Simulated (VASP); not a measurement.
# BaF2 (Fm-3m) in VASP: a series of runs, part 2 of 3

VASP 6.6.1.

**3. Single point, r2SCAN**

This run uses another cell than the first one, of 19.02 Å³/atom.

File POSCAR:

```
BaF2
1.0
    0.0000000000      3.0557042000      3.0557042000
    3.0557042000      0.0000000000      3.0557042000
    3.0557042000      3.0557042000      0.0000000000
Ba F
1 2
Direct
    0.0000000000      0.0000000000      0.0000000000
    0.2500000000      0.2500000000      0.2500000000
    0.7500000000      0.7500000000      0.7500000000
```

File INCAR.step1:

```
SYSTEM = BaF2
  ALGO = Normal
  EDIFF = 1E-5
  ENCUT = 660
  GGA = PE
  GGA_COMPAT = .False.
  ISMEAR = -1
  LASPH = .True.
  LCHARG = .False.
  LREAL = .False.
  LWAVE = .True.
  NBANDS = 19
  NELM = 120
  PREC = Accurate
  SIGMA = 0.02
```

File INCAR.step2:

```
SYSTEM = BaF2
  ALGO = Normal
  EDIFF = 1E-6
  ENCUT = 660
  GGA_COMPAT = .False.
  ISIF = 2
  ISMEAR = -1
  ISTART = 1
  LASPH = .True.
  LCHARG = .False.
  LMIXTAU = .True.
  LREAL = .False.
  LWAVE = .False.
  METAGGA = R2SCAN
  NBANDS = 19
  NELM = 120
  PREC = Accurate
  SIGMA = 0.02
```

File KPOINTS:

```
k-points
0
Gamma
  8 8 8
  0 0 0
```

Potentials or basis: VASP PAW PBE potentials, release 64 (Ba_sv, F).

The run is started by

```bash
> cat potpaw_PBE.64/Ba_sv/POTCAR potpaw_PBE.64/F/POTCAR > POTCAR
> cp INCAR.step1 INCAR
> mpirun -np 1 vasp_std > vasp.out
> cp INCAR.step2 INCAR
> mpirun -np 1 vasp_std > vasp.out
```

OUTCAR:

```text
SYSTEM = BaF2
   EDIFF = 1E-6
   ENCUT = 660
   ISIF = 2
   ISMEAR = -1
   ISTART = 1
   LASPH = .True.
   LREAL = .False.
   METAGGA = R2SCAN
   NELM = 120
   PREC = Accurate

 ion  position               nearest neighbor table
   1  0.000  0.000  0.000-   3 2.65   3 2.65   3 2.65   2 2.65   2 2.65   2 2.65   3 2.65   2 2.65

   2  0.250  0.250  0.250-   1 2.65   1 2.65   1 2.65   1 2.65
   3  0.750  0.750  0.750-   1 2.65   1 2.65   1 2.65   1 2.65

  LATTYP: Found a face centered cubic cell.
 ALAT       =     6.1114084000

  Lattice vectors:

[... 717 lines left out ...]

  FORCE on cell =-STRESS in cart. coord.  units (eV):
  Direction    XX          YY          ZZ          XY          YZ          ZX
  --------------------------------------------------------------------------------------
  -------------------------------------------------------------------------------------
  Total        1.3633229      1.3633229      1.3633229      0.0000000     -0.0000000     -0.0000000
  in kB       38.2776589     38.2776589     38.2776589      0.0000000     -0.0000000     -0.0000000
  external PRESSURE =      38.2776589 kB  Pullay stress =       0.0000000 kB

 VOLUME and BASIS-vectors are now :
 -----------------------------------------------------------------------------
  energy-cutoff  :      660.00
  volume of cell :       57.06
      direct lattice vectors                 reciprocal lattice vectors
     0.000000000  3.055704200  3.055704200    -0.163628404  0.163628404  0.163628404
     3.055704200  0.000000000  3.055704200     0.163628404 -0.163628404  0.163628404
     3.055704200  3.055704200  0.000000000     0.163628404  0.163628404 -0.163628404

 POSITION                                       TOTAL-FORCE (eV/Angst)
 -----------------------------------------------------------------------------------
      0.00000      0.00000      0.00000         0.000000      0.000000      0.000000
      1.52785      1.52785      1.52785         0.000000      0.000000      0.000000
      4.58356      4.58356      4.58356        -0.000000     -0.000000     -0.000000
 -----------------------------------------------------------------------------------
    total drift:                                0.000000      0.000000      0.000000

  FREE ENERGIE OF THE ION-ELECTRON SYSTEM (eV)
  ---------------------------------------------------
  free  energy   TOTEN  =       -45.0286224085 eV

  energy  without entropy=      -45.0286224085  energy(sigma->0) =      -45.02862241
```

OUTCAR.step1:

```text
SYSTEM = BaF2
   EDIFF = 1E-5
   ENCUT = 660
   GGA = PE
   ISMEAR = -1
   LASPH = .True.
   LREAL = .False.
   NELM = 120
[... 750 lines left out ...]
      0.00000      0.00000      0.00000         0.000000     -0.000000     -0.000000
      1.52785      1.52785      1.52785         0.000000      0.000000      0.000000
      4.58356      4.58356      4.58356        -0.000000     -0.000000     -0.000000
 -----------------------------------------------------------------------------------
    total drift:                                0.000000      0.000000      0.000000

  FREE ENERGIE OF THE ION-ELECTRON SYSTEM (eV)
  ---------------------------------------------------
  free  energy   TOTEN  =       -17.0521590013 eV

  energy  without entropy=      -17.0521590013  energy(sigma->0) =      -17.05215900
```

OSZICAR.step1:

```text
N       E                     dE             d eps       ncg     rms          rms(c)
DAV:   1     0.167961056374E+03    0.16796E+03   -0.15055E+04  1102   0.144E+03
DAV:   2    -0.100830733471E+02   -0.17804E+03   -0.17166E+03  1377   0.289E+02
DAV:   3    -0.186557278102E+02   -0.85727E+01   -0.85379E+01  1410   0.625E+01
DAV:   4    -0.187954904347E+02   -0.13976E+00   -0.13959E+00  1354   0.776E+00
DAV:   5    -0.187992689549E+02   -0.37785E-02   -0.37784E-02  1321   0.948E-01    0.879E+00
DAV:   6    -0.170267426753E+02    0.17725E+01   -0.72898E+00  1138   0.219E+01    0.450E+00
DAV:   7    -0.170261318160E+02    0.61086E-03   -0.32273E-01  1225   0.425E+00    0.236E+00
DAV:   8    -0.170436413604E+02   -0.17510E-01   -0.67241E-02  1114   0.278E+00    0.345E-01
DAV:   9    -0.170491894740E+02   -0.55481E-02   -0.14496E-02  1188   0.869E-01    0.138E-01
DAV:  10    -0.170521576301E+02   -0.29682E-02   -0.35355E-03  1180   0.417E-01    0.509E-02
DAV:  11    -0.170521643825E+02   -0.67524E-05   -0.50029E-04  1304   0.174E-01    0.364E-02
DAV:  12    -0.170521582614E+02    0.61212E-05   -0.13091E-04  1153   0.822E-02    0.304E-03
DAV:  13    -0.170521590013E+02   -0.73993E-06   -0.23592E-06   996   0.129E-02
   1 F= -.17052159E+02 E0= -.17052159E+02  d E =-.443463E-12
```

Run time: 72 s. Hardware: 1 thread of Intel Xeon 6975P-C (Granite Rapids), shared host; peak memory 0.24 GiB.

What came out:

* Free energy: -45.0286 eV
* Pressure: 3.8 GPa
* Band gap on the k mesh: 7.51 eV (least direct gap 7.62 eV)

Caveat: the cell stands under pressure; the PAW data sets were made with another functional, which shifts forces and pressure a little; spin-orbit coupling is left out, which moves the levels of the heavy elements.

**4. Single point, r2SCAN**

This run uses another cell than the first one, of 19.42 Å³/atom.

File POSCAR:

```
BaF2
1.0
    0.0000000000      3.0767786900      3.0767786900
    3.0767786900      0.0000000000      3.0767786900
    3.0767786900      3.0767786900      0.0000000000
Ba F
1 2
Direct
    0.0000000000      0.0000000000      0.0000000000
    0.2500000000      0.2500000000      0.2500000000
    0.7500000000      0.7500000000      0.7500000000
```

File INCAR.step1:

```
SYSTEM = BaF2
  PREC = Accurate
  ENCUT = 660
  ISMEAR = -1
  SIGMA = 0.02
  LREAL = .FALSE.
  LASPH = .TRUE.
  NELM = 120
  NBANDS = 19
  GGA = PE
  ALGO = Normal
  EDIFF = 1E-5
  LWAVE = .TRUE.
  LCHARG = .FALSE.
  GGA_COMPAT = .FALSE.
```

File INCAR.step2:

```
SYSTEM = BaF2
  PREC = Accurate
  ENCUT = 660
  EDIFF = 1E-6
  ISMEAR = -1
  SIGMA = 0.02
  LREAL = .FALSE.
  LASPH = .TRUE.
  NELM = 120
  ALGO = Normal
  ISIF = 2
  LWAVE = .FALSE.
  LCHARG = .TRUE.
  METAGGA = R2SCAN
  LMIXTAU = .TRUE.
  LELF = .TRUE.
  LVHAR = .TRUE.
  NBANDS = 19
  ISTART = 1
  GGA_COMPAT = .FALSE.
```

File KPOINTS:

```
Automatic mesh
0
G
  8 8 8
  0 0 0
```

Potentials or basis: VASP PAW PBE potentials, release 64 (Ba_sv, F).

The run is started by

```bash
> cat potpaw_PBE.64/Ba_sv/POTCAR potpaw_PBE.64/F/POTCAR > POTCAR
> cp INCAR.step1 INCAR
> mpirun -np 1 vasp_std > vasp.out
> cp INCAR.step2 INCAR
> mpirun -np 1 vasp_std > vasp.out
```

OUTCAR:

```text
SYSTEM = BaF2
   PREC = Accurate
   ENCUT = 660
   EDIFF = 1E-6
   ISMEAR = -1
   LREAL = .FALSE.
   LASPH = .TRUE.
   NELM = 120
   ISIF = 2
   METAGGA = R2SCAN
   ISTART = 1

 ion  position               nearest neighbor table
   1  0.000  0.000  0.000-   3 2.66   3 2.66   3 2.66   2 2.66   3 2.66   2 2.66   2 2.66   2 2.66

   2  0.250  0.250  0.250-   1 2.66   1 2.66   1 2.66   1 2.66
   3  0.750  0.750  0.750-   1 2.66   1 2.66   1 2.66   1 2.66

  LATTYP: Found a face centered cubic cell.
 ALAT       =     6.1535573800

  Lattice vectors:

 A1 = (   0.0000000000,   3.0767786900,   3.0767786900)
 A2 = (   3.0767786900,   0.0000000000,   3.0767786900)
 A3 = (   3.0767786900,   3.0767786900,   0.0000000000)

Analysis of symmetry for initial positions (statically):
=====================================================================
 Subroutine PRICEL returns:
 Original cell was already a primitive cell.

 Routine SETGRP: Setting up the symmetry group for a
 face centered cubic supercell.

 Subroutine GETGRP returns: Found 48 space group operations
 (whereof 48 operations were pure point group operations)
 out of a pool of 48 trial point group operations.

The static configuration has the point symmetry O_h .

Analysis of symmetry for dynamics (positions and initial velocities):
=====================================================================
 Subroutine PRICEL returns:
 Original cell was already a primitive cell.

 Routine SETGRP: Setting up the symmetry group for a
 face centered cubic supercell.

 Subroutine GETGRP returns: Found 48 space group operations
 (whereof 48 operations were pure point group operations)
 out of a pool of 48 trial point group operations.

The dynamic configuration has the point symmetry O_h .

 Subroutine INISYM returns: Found 48 space group operations
 (whereof 48 operations are pure point group operations),
 and found     1 'primitive' translations

----------------------------------------------------------------------------------------

                                     Primitive cell

  volume of cell :      58.2531

  direct lattice vectors                    reciprocal lattice vectors
     0.000000000  3.076778690  3.076778690    -0.162507626  0.162507626  0.162507626
     3.076778690  0.000000000  3.076778690     0.162507626 -0.162507626  0.162507626
     3.076778690  3.076778690  0.000000000     0.162507626  0.162507626 -0.162507626

  length of vectors
     4.351222152  4.351222152  4.351222152     0.281471464  0.281471464  0.281471464

  position of ions in fractional coordinates (direct lattice)
     0.000000000  0.000000000  0.000000000
     0.250000000  0.250000000  0.250000000
     0.750000000  0.750000000  0.750000000

  ion indices of the primitive-cell ions
   primitive index   ion index
                 1           1
                 2           2
                 3           3

----------------------------------------------------------------------------------------

 KPOINTS: Automatic mesh

Automatic generation of k-mesh.
 Grid dimensions read from file:
 generate k-points for:    8    8    8

 Generating k-lattice:

  Cartesian coordinates                     Fractional coordinates (reciprocal lattice)
    -0.020313453  0.020313453  0.020313453     0.125000000  0.000000000  0.000000000
     0.020313453 -0.020313453  0.020313453     0.000000000  0.125000000  0.000000000
     0.020313453  0.020313453 -0.020313453     0.000000000  0.000000000  0.125000000

  Length of vectors
     0.035183933  0.035183933  0.035183933

  Shift w.r.t. Gamma in fractional coordinates (k-lattice)
     0.000000000  0.000000000  0.000000000

 Subroutine IBZKPT returns following result:
 ===========================================

 Found     29 irreducible k-points:

 Following reciprocal coordinates:
            Coordinates               Weight
  0.000000  0.000000  0.000000      1.000000
  0.125000  0.000000  0.000000      8.000000
  0.250000  0.000000  0.000000      8.000000
  0.375000  0.000000  0.000000      8.000000
  0.500000  0.000000  0.000000      4.000000
  0.125000  0.125000  0.000000      6.000000
[... 16 lines left out ...]
  0.500000  0.250000  0.125000     48.000000
 -0.375000  0.250000  0.125000     24.000000
 [... further k-points ...]
   k-points           NKPTS =     29   k-points in BZ     NKDIM =     29   number of bands    NBANDS=     19
   number of dos      NEDOS =    301   number of ions     NIONS =      3
   total plane-waves  NPLWV =  46656
   dimension x,y,z NGX =    36 NGY =   36 NGZ =   36
   dimension x,y,z NGXF=    72 NGYF=   72 NGZF=   72
   ions per type =               1   2
   NGX,Y,Z   is equivalent  to a cutoff of  13.75, 13.75, 13.75 a.u.
   NGXF,Y,Z  is equivalent  to a cutoff of  27.51, 27.51, 27.51 a.u.
 SYSTEM =  BaF2
   PREC   = accura    normal or accurate (medium, high low for compatibility)
   ISTART =      1    job   : 0-new  1-cont  2-samecut
   ICHARG =      0    charge: 1-file 2-atom 10-const
   ISPIN  =      1    spin polarized calculation?
   LNONCOLLINEAR =      F non collinear calculations
   LSORBIT =      F    spin-orbit coupling
   LASPH  =      T    aspherical Exc in radial PAW
   ENCUT  =  660.0 eV  48.51 Ry    6.96 a.u.   9.11  9.11  9.11*2*pi/ulx,y,z
   NELM   =    120;   NELMIN=  2; NELMDL=  0     # of ELM steps
   EDIFF  = 0.1E-05   stopping-criterion for ELM
   LREAL  =      F    real-space projection
[... 7 lines left out ...]
   TEBEG  =    0.0;   TEEND  =   0.0 temperature during run
   PSTRESS=    0.0 pullay stress
   NELECT =      24.0000    total number of electrons
   NUPDOWN=      -1.0000    fix difference up-down
   EMIN   =  10.00;   EMAX   =-10.00  energy-range for DOS
   EFERMI =   0.00;   METHOD = LEGACY
   ISMEAR =    -1;   SIGMA  =   0.02  broadening in eV -4-tet -1-fermi 0-gaus
   EFERMI_NEDOS =   21; number of points for ismear=-14 and -15
   IALGO  =     38    algorithm
   IMIX   =      4    mixing-type and parameters
     AMIX     =   0.40;   BMIX     =  1.00
     AMIX_MAG =   1.60;   BMIX_MAG =  1.00
  volume/ion in A,a.u.               =      19.42       131.04
  Fermi-wavevector in a.u.,A,eV,Ry     =   1.218164  2.301996 20.189995  1.483923
  Thomas-Fermi vector in A             =   2.353459
   LORBIT       =      0    0 simple, 1 ext, 2 COOP (PROOUT), +10 PAW based schemes
   METAGGA = R2SCAN    functional components
   LHFCALC =     F    Hartree Fock is set to
   AEXX    =    0.0000 exact exchange contribution
   IVDW    =     0    specifies the selected vdW correction
   LEPSILON=     F    determine dielectric tensor
   LRPA    =     F    only Hartree local field effects (RPA)
 non-spin polarized calculation
  energy-cutoff  :      660.00
  volume of cell :       58.25
 maximum number of plane-waves:      2272
   NGX = 19   NGY = 19   NGZ = 19

 number of electron      23.9999991 magnetization

 Free energy of the ion-electron system (eV)
  ---------------------------------------------------
  ext. energy  EPLUGINS =         0.00000000
  ---------------------------------------------------
  free energy    TOTEN  =       -45.05354285 eV

  energy without entropy =      -45.05354285  energy(sigma->0) =      -45.05354285

 E-fermi :  -1.9857     XC(G=0):  -9.3556

 val. band max:       -2.4980799017   @ k =  -0.2500   0.2500   0.0000
 cond. band min:       4.9263074772   @ k =   0.0000   0.0000   0.0000
 fundamental gap:      7.4243873790
 Fermi energy:        -1.9857382697

 k-point     1 :       0.0000    0.0000    0.0000
  band No.  band energies     occupation
      1     -26.0965      2.00000
      2     -22.6262      2.00000
      3     -22.4463      2.00000
      4     -10.3959      2.00000
      5     -10.3959      2.00000
      6     -10.3959      2.00000
[... 11 lines left out ...]
     18       9.9528      0.00000
     19      13.8355      0.00000

 k-point     2 :       0.1250    0.0000    0.0000
  band No.  band energies     occupation
      1     -26.0565      2.00000
      2     -22.6414      2.00000
      3     -22.4949      2.00000
      4     -10.4282      2.00000
      5     -10.4232      2.00000
      6     -10.4232      2.00000
[... 476 lines left out ...]
 k-point    24 :      -0.3750    0.2500    0.1250
  band No.  band energies     occupation
      1     -25.7401      2.00000
      2     -22.8610      2.00000
      3     -22.7578      2.00000
      4     -10.7177      2.00000
      5     -10.5516      2.00000
      6     -10.5500      2.00000
[... 11 lines left out ...]
     18      10.8869      0.00000
     19      12.6949      0.00000

 [... further k-points ...]

------------------------ aborting loop because EDIFF is reached ----------------------------------------

  FORCE on cell =-STRESS in cart. coord.  units (eV):
  Direction    XX          YY          ZZ          XY          YZ          ZX
  --------------------------------------------------------------------------------------
  -------------------------------------------------------------------------------------
  Total        0.8256134      0.8256134      0.8256134      0.0000000      0.0000000     -0.0000000
  in kB       22.7074587     22.7074587     22.7074587      0.0000000      0.0000000     -0.0000000
  external PRESSURE =      22.7074587 kB  Pullay stress =       0.0000000 kB

 VOLUME and BASIS-vectors are now :
 -----------------------------------------------------------------------------
  energy-cutoff  :      660.00
  volume of cell :       58.25
      direct lattice vectors                 reciprocal lattice vectors
     0.000000000  3.076778690  3.076778690    -0.162507626  0.162507626  0.162507626
     3.076778690  0.000000000  3.076778690     0.162507626 -0.162507626  0.162507626
     3.076778690  3.076778690  0.000000000     0.162507626  0.162507626 -0.162507626

 POSITION                                       TOTAL-FORCE (eV/Angst)
 -----------------------------------------------------------------------------------
      0.00000      0.00000      0.00000         0.000000      0.000000     -0.000000
      1.53839      1.53839      1.53839         0.000000     -0.000000      0.000000
      4.61517      4.61517      4.61517        -0.000000      0.000000      0.000000
 -----------------------------------------------------------------------------------
    total drift:                                0.000000      0.000000      0.000000

  FREE ENERGIE OF THE ION-ELECTRON SYSTEM (eV)
  ---------------------------------------------------
  free  energy   TOTEN  =       -45.0535428522 eV

  energy  without entropy=      -45.0535428522  energy(sigma->0) =      -45.05354285
```

Run time: 71 s. Hardware: 1 thread of Intel Xeon 6975P-C (Granite Rapids), shared host; peak memory 0.23 GiB.

What came out:

```
Free energy            : -45.0535 eV
Pressure               : 2.3 GPa
Band gap on the k mesh : 7.42 eV (least direct gap 7.52 eV)
```

Caveat: the PAW data sets were made with another functional, which shifts forces and pressure a little; spin-orbit coupling is left out, which moves the levels of the heavy elements.

[end of part 2 of 3]
